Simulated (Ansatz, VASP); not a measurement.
Ti in VASP and in Ansatz

```
Ti
1.0
     4.60000    0.00000    0.00000
    -2.30000    3.98372    0.00000
     0.00000    0.00000    2.82000
Ti
3
Direct
  0.00000 0.00000 0.00000
  0.33333 0.66667 0.50000
  0.66667 0.33333 0.50000
```

Alike in both runs: task relaxation of cell and atoms; functional LDA; k mesh 8 × 8 × 11; occupations gaussian, width 0.1 eV; no spin polarisation.

|  | VASP | Ansatz |
| --- | --- | --- |
| version | VASP 6.6.1 | Ansatz 0.2.0 |
| potentials or method | VASP PAW LDA potentials, release 64 (Ti_sv) | plane waves, PAW |
| plane-wave cutoff (eV) | 600 | 420 |
| valence electrons in the cell | 36 | 36 |

```csv
,VASP,Ansatz,Ansatz less VASP
relaxed volume (Å³/atom),15.82,15.85,+0.021
relaxed cell length with the largest relative difference (Å),4.451,4.453,+0.0023
```

LDA's correlation is that of Perdew and Zunger in VASP and of Perdew and Wang (1992) in Ansatz.
